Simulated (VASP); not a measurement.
# Au (Fm-3m) in VASP: single point with r2SCAN

Aim: the single point of Au with r2SCAN.

All numbers are computed with VASP 6.6.1; they aren't measurements. Logs are shortened: lines on timing, memory, paths and dates and some standing lists are left out, and cuts for length are marked.

## 1. The cell of the first run

The structure is cubic, space group Fm-3m (No. 225). The conventional cell has a = 4.070 Å, b = 4.070 Å, c = 4.070 Å, α = 90.00°, β = 90.00°, γ = 90.00°. Au (site symmetry m-3m) has 12 Au at 2.88 Å within 3.8 Å.

## 2. Single point, r2SCAN

POSCAR

```
Au
1.0
    0.0000000000      2.0350000000      2.0350000000
    2.0350000000      0.0000000000      2.0350000000
    2.0350000000      2.0350000000      0.0000000000
Au
1
Direct
    0.0000000000      0.0000000000      0.0000000000
```

INCAR.step1

```
PREC = Accurate ; ENCUT = 520
ISMEAR = 0 ; SIGMA = 0.1
LREAL = False ; LASPH = True
NELM = 60 ; NBANDS = 12
GGA = PE ; ALGO = Normal
EDIFF = 1E-4 ; LWAVE = True
LCHARG = False
```

INCAR.step2

```
PREC = Accurate ; ENCUT = 520
EDIFF = 1E-6 ; ISMEAR = 0
SIGMA = 0.1 ; LREAL = False
LASPH = True ; NELM = 60
ALGO = Normal ; ISIF = 2
LWAVE = False ; LCHARG = False
METAGGA = R2SCAN ; LMIXTAU = True
NBANDS = 12 ; ISTART = 1
```

KPOINTS

```
regular mesh
0
Gamma
  16 16 16
```

Potentials or basis: VASP PAW PBE potentials, release 64 (Au).

On the command line:

```
$ cat potpaw_PBE.64/Au/POTCAR > POTCAR
$ cp INCAR.step1 INCAR
$ mpirun -np 1 vasp_std > vasp.out
$ cp INCAR.step2 INCAR
$ mpirun -np 1 vasp_std > vasp.out
```

OUTCAR:

```text
PREC = Accurate
   ENCUT = 520
   EDIFF = 1E-6
   ISMEAR = 0
   LREAL = False
   LASPH = True
   NELM = 60
   ISIF = 2
   METAGGA = R2SCAN
   ISTART = 1

 ion  position               nearest neighbor table
   1  0.000  0.000  0.000-

  LATTYP: Found a face centered cubic cell.
 ALAT       =     4.0700000000

  Lattice vectors:

 A1 = (   0.0000000000,   2.0350000000,   2.0350000000)
 A2 = (   2.0350000000,   0.0000000000,   2.0350000000)
 A3 = (   2.0350000000,   2.0350000000,   0.0000000000)

Analysis of symmetry for initial positions (statically):
=====================================================================
 Subroutine PRICEL returns:
 Original cell was already a primitive cell.

 Routine SETGRP: Setting up the symmetry group for a
 face centered cubic supercell.

 Subroutine GETGRP returns: Found 48 space group operations
 (whereof 48 operations were pure point group operations)
 out of a pool of 48 trial point group operations.

The static configuration has the point symmetry O_h .

Analysis of symmetry for dynamics (positions and initial velocities):
=====================================================================
 Subroutine PRICEL returns:
 Original cell was already a primitive cell.

 Routine SETGRP: Setting up the symmetry group for a
 face centered cubic supercell.

 Subroutine GETGRP returns: Found 48 space group operations
 (whereof 48 operations were pure point group operations)
 out of a pool of 48 trial point group operations.

The dynamic configuration has the point symmetry O_h .

 Subroutine INISYM returns: Found 48 space group operations
 (whereof 48 operations are pure point group operations),
 and found     1 'primitive' translations

----------------------------------------------------------------------------------------

                                     Primitive cell

  volume of cell :      16.8548

  direct lattice vectors                    reciprocal lattice vectors
     0.000000000  2.035000000  2.035000000    -0.245700246  0.245700246  0.245700246
     2.035000000  0.000000000  2.035000000     0.245700246 -0.245700246  0.245700246
     2.035000000  2.035000000  0.000000000     0.245700246  0.245700246 -0.245700246

  length of vectors
     2.877924599  2.877924599  2.877924599     0.425565309  0.425565309  0.425565309

  position of ions in fractional coordinates (direct lattice)
     0.000000000  0.000000000  0.000000000

  ion indices of the primitive-cell ions
   primitive index   ion index
                 1           1

----------------------------------------------------------------------------------------

 KPOINTS: regular mesh

Automatic generation of k-mesh.
 Grid dimensions read from file:
 generate k-points for:   16   16   16

 Generating k-lattice:

  Cartesian coordinates                     Fractional coordinates (reciprocal lattice)
    -0.015356265  0.015356265  0.015356265     0.062500000  0.000000000  0.000000000
     0.015356265 -0.015356265  0.015356265     0.000000000  0.062500000  0.000000000
     0.015356265  0.015356265 -0.015356265     0.000000000  0.000000000  0.062500000

  Length of vectors
     0.026597832  0.026597832  0.026597832

  Shift w.r.t. Gamma in fractional coordinates (k-lattice)
     0.000000000  0.000000000  0.000000000

 Subroutine IBZKPT returns following result:
 ===========================================

 Found    145 irreducible k-points:

 Following reciprocal coordinates:
            Coordinates               Weight
  0.000000  0.000000  0.000000      1.000000
  0.062500  0.000000  0.000000      8.000000
  0.125000  0.000000  0.000000      8.000000
  0.187500  0.000000  0.000000      8.000000
  0.250000  0.000000  0.000000      8.000000
  0.312500  0.000000  0.000000      8.000000
[... 16 lines left out ...]
 -0.125000  0.062500  0.000000     24.000000
 -0.062500  0.062500  0.000000     12.000000
 [... further k-points ...]
   k-points           NKPTS =    145   k-points in BZ     NKDIM =    145   number of bands    NBANDS=     12
   number of dos      NEDOS =    301   number of ions     NIONS =      1
   total plane-waves  NPLWV =  13824
   dimension x,y,z NGX =    24 NGY =   24 NGZ =   24
   dimension x,y,z NGXF=    48 NGYF=   48 NGZF=   48
   ions per type =               1
   NGX,Y,Z   is equivalent  to a cutoff of  13.86, 13.86, 13.86 a.u.
   NGXF,Y,Z  is equivalent  to a cutoff of  27.73, 27.73, 27.73 a.u.
 SYSTEM =  unknown system
   PREC   = accura    normal or accurate (medium, high low for compatibility)
   ISTART =      1    job   : 0-new  1-cont  2-samecut
   ICHARG =      0    charge: 1-file 2-atom 10-const
   ISPIN  =      1    spin polarized calculation?
   LNONCOLLINEAR =      F non collinear calculations
   LSORBIT =      F    spin-orbit coupling
   LASPH  =      T    aspherical Exc in radial PAW
   ENCUT  =  520.0 eV  38.22 Ry    6.18 a.u.   5.35  5.35  5.35*2*pi/ulx,y,z
   NELM   =     60;   NELMIN=  2; NELMDL=  0     # of ELM steps
   EDIFF  = 0.1E-05   stopping-criterion for ELM
   LREAL  =      F    real-space projection
   EDIFFG = 0.1E-04   stopping-criterion for IOM
   NSW    =      0    number of steps for IOM
   IBRION =     -1    ionic relax: 0-MD 1-quasi-New 2-CG
   NFREE  =      0    steps in history (QN), initial steepest desc. (CG)
   ISIF   =      2    stress and relaxation
   ISYM   =      2    0-nonsym 1-usesym 2-fastsym
   POTIM  = 0.5000    time-step for ionic-motion
   TEBEG  =    0.0;   TEEND  =   0.0 temperature during run
   PSTRESS=    0.0 pullay stress
   NELECT =      11.0000    total number of electrons
   NUPDOWN=      -1.0000    fix difference up-down
   EMIN   =  10.00;   EMAX   =-10.00  energy-range for DOS
   EFERMI =   0.00;   METHOD = LEGACY
   ISMEAR =     0;   SIGMA  =   0.10  broadening in eV -4-tet -1-fermi 0-gaus
   EFERMI_NEDOS =   21; number of points for ismear=-14 and -15
   IALGO  =     38    algorithm
   IMIX   =      4    mixing-type and parameters
     AMIX     =   0.40;   BMIX     =  1.00
     AMIX_MAG =   1.60;   BMIX_MAG =  1.00
  volume/ion in A,a.u.               =      16.85       113.74
  Fermi-wavevector in a.u.,A,eV,Ry     =   1.420032  2.683470 27.436005  2.016489
  Thomas-Fermi vector in A             =   2.540990
   LORBIT       =      0    0 simple, 1 ext, 2 COOP (PROOUT), +10 PAW based schemes
   METAGGA = R2SCAN    functional components
   LHFCALC =     F    Hartree Fock is set to
   AEXX    =    0.0000 exact exchange contribution
   IVDW    =     0    specifies the selected vdW correction
   LEPSILON=     F    determine dielectric tensor
   LRPA    =     F    only Hartree local field effects (RPA)
 non-spin polarized calculation
 Gauss-broadening in eV      SIGMA  =   0.10
  energy-cutoff  :      520.00
  volume of cell :       16.85
 maximum number of plane-waves:       469
 NGX is ok and might be reduce to    24
   NGX = 11   NGY = 11   NGZ = 11

 number of electron      10.9999999 magnetization

 Free energy of the ion-electron system (eV)
  ---------------------------------------------------
  ext. energy  EPLUGINS =         0.00000000
  ---------------------------------------------------
  free energy    TOTEN  =       -50.58014594 eV

  energy without entropy =      -50.57882131  energy(sigma->0) =      -50.57948362

 E-fermi :   9.4811     XC(G=0): -13.7087

 val. band max:        9.4663710610   @ k =   0.4375   0.4375   0.0000
 cond. band min:       9.4884283752   @ k =   0.5000   0.3125   0.1250
 fundamental gap:      0.0220573143
 Fermi energy:         9.4811234039

 k-point     1 :       0.0000    0.0000    0.0000
  band No.  band energies     occupation
      1      -0.7074      2.00000
      2       4.4996      2.00000
      3       4.4996      2.00000
      4       4.4996      2.00000
      5       6.0640      2.00000
      6       6.0640      2.00000
      7      24.8145      0.00000
      8      28.9824      0.00000
      9      28.9824      0.00000
     10      28.9824      0.00000
     11      34.3057      0.00000
     12      38.8817      0.00000

 k-point     2 :       0.0625    0.0000    0.0000
  band No.  band energies     occupation
      1      -0.5644      2.00000
      2       4.4536      2.00000
      3       4.5490      2.00000
      4       4.5490      2.00000
      5       6.0420      2.00000
      6       6.0420      2.00000
      7      24.9812      0.00000
      8      28.0892      0.00000
      9      29.1511      0.00000
     10      29.1511      0.00000
     11      35.0160      0.00000
     12      37.3513      0.00000

 k-point     3 :       0.1250    0.0000    0.0000
  band No.  band energies     occupation
      1      -0.1511      2.00000
      2       4.3446      2.00000
      3       4.6719      2.00000
      4       4.6719      2.00000
      5       6.0044      2.00000
      6       6.0044      2.00000
      7      25.2774      0.00000
      8      26.3571      0.00000
      9      29.6184      0.00000
     10      29.6184      0.00000
     11      34.1606      0.00000
     12      36.4808      0.00000

 k-point     4 :       0.1875    0.0000    0.0000
  band No.  band energies     occupation
      1       0.4711      2.00000
      2       4.2659      2.00000
      3       4.7843      2.00000
      4       4.7843      2.00000
      5       6.0404      2.00000
      6       6.0404      2.00000
      7      23.7624      0.00000
      8      26.0454      0.00000
      9      30.2265      0.00000
     10      30.2265      0.00000
     11      32.6692      0.00000
     12      34.7834      0.00000

 k-point     5 :       0.2500    0.0000    0.0000
  band No.  band energies     occupation
      1       1.1471      2.00000
      2       4.4072      2.00000
      3       4.7872      2.00000
      4       4.7872      2.00000
      5       6.2467      2.00000
      6       6.2467      2.00000
      7      21.3092      0.00000
      8      25.9593      0.00000
      9      30.4578      0.00000
     10      30.4578      0.00000
     11      32.4078      0.00000
     12      33.6958      0.00000
[... 228 lines left out ...]
      1       1.4613      2.00000
      2       4.3774      2.00000
      3       4.7911      2.00000
      4       4.8342      2.00000
      5       6.0944      2.00000
      6       6.7149      2.00000
      7      20.5202      0.00000
      8      25.7593      0.00000
      9      28.5089      0.00000
     10      31.6049      0.00000
     11      31.8844      0.00000
     12      33.3859      0.00000

 k-point    22 :      -0.1875    0.0625    0.0000
  band No.  band energies     occupation
      1       0.8220      2.00000
      2       4.1713      2.00000
      3       4.8392      2.00000
      4       4.8718      2.00000
      5       5.8432      2.00000
      6       6.3581      2.00000
      7      23.0457      0.00000
      8      26.0085      0.00000
      9      28.9614      0.00000
     10      31.3571      0.00000
     11      31.7308      0.00000
     12      34.4195      0.00000

 k-point    23 :      -0.1250    0.0625    0.0000
  band No.  band energies     occupation
      1       0.1592      2.00000
      2       4.2328      2.00000
      3       4.7614      2.00000
      4       4.7849      2.00000
      5       5.8276      2.00000
      6       6.1638      2.00000
      7      25.1817      0.00000
      8      25.9160      0.00000
      9      28.7565      0.00000
     10      30.6502      0.00000
     11      32.8007      0.00000
     12      36.0646      0.00000

 k-point    24 :      -0.0625    0.0625    0.0000
  band No.  band energies     occupation
      1      -0.3303      2.00000
      2       4.3638      2.00000
      3       4.6172      2.00000
      4       4.6547      2.00000
      5       5.9343      2.00000
      6       6.0915      2.00000
      7      25.2279      0.00000
      8      27.2285      0.00000
      9      28.7472      0.00000
     10      29.7543      0.00000
     11      34.7873      0.00000
     12      36.8742      0.00000

 [... further k-points ...]

------------------------ aborting loop because EDIFF is reached ----------------------------------------

  FORCE on cell =-STRESS in cart. coord.  units (eV):
  Direction    XX          YY          ZZ          XY          YZ          ZX
  --------------------------------------------------------------------------------------
  -------------------------------------------------------------------------------------
  Total        0.7650324      0.7650324      0.7650324      0.0000000      0.0000000     -0.0000000
  in kB       72.7222314     72.7222314     72.7222314      0.0000000      0.0000000     -0.0000000
  external PRESSURE =      72.7222314 kB  Pullay stress =       0.0000000 kB

 VOLUME and BASIS-vectors are now :
 -----------------------------------------------------------------------------
  energy-cutoff  :      520.00
  volume of cell :       16.85
      direct lattice vectors                 reciprocal lattice vectors
     0.000000000  2.035000000  2.035000000    -0.245700246  0.245700246  0.245700246
     2.035000000  0.000000000  2.035000000     0.245700246 -0.245700246  0.245700246
     2.035000000  2.035000000  0.000000000     0.245700246  0.245700246 -0.245700246

 POSITION                                       TOTAL-FORCE (eV/Angst)
 -----------------------------------------------------------------------------------
      0.00000      0.00000      0.00000         0.000000      0.000000     -0.000000
 -----------------------------------------------------------------------------------
    total drift:                               -0.000000      0.000000     -0.000000

  FREE ENERGIE OF THE ION-ELECTRON SYSTEM (eV)
  ---------------------------------------------------
  free  energy   TOTEN  =       -50.5801459360 eV

  energy  without entropy=      -50.5788213068  energy(sigma->0) =      -50.57948362
```

It took 68 s on 1 thread of Intel Xeon Platinum 8488C (Sapphire Rapids), shared host; peak memory 0.16 GiB.

What came out:

| Item | Value |
| --- | --- |
| Free energy | -50.5801 eV |
| Pressure | 7.3 GPa |

Levels at points of the mesh, in eV from the Fermi level:
| k point | band 3 | band 4 | band 5 | band 6 | band 7 | band 8 | band 9 | band 10 |
| --- | --- | --- | --- | --- | --- | --- | --- | --- |
| (0.00, 0.00, 0.00) | -4.98 | -4.98 | -3.42 | -3.42 | 15.33 | 19.50 | 19.50 | 19.50 |
| (0.50, 0.00, 0.00) | -5.03 | -2.14 | -2.14 | -0.83 | 3.27 | 14.83 | 18.05 | 18.05 |
| (0.50, 0.50, 0.00) | -2.20 | -1.79 | -1.79 | 1.18 | 6.14 | 10.59 | 10.59 | 18.23 |

Caveat: the PAW data sets were made with another functional, which shifts forces and pressure a little; spin-orbit coupling is left out, which moves the levels of the heavy elements.
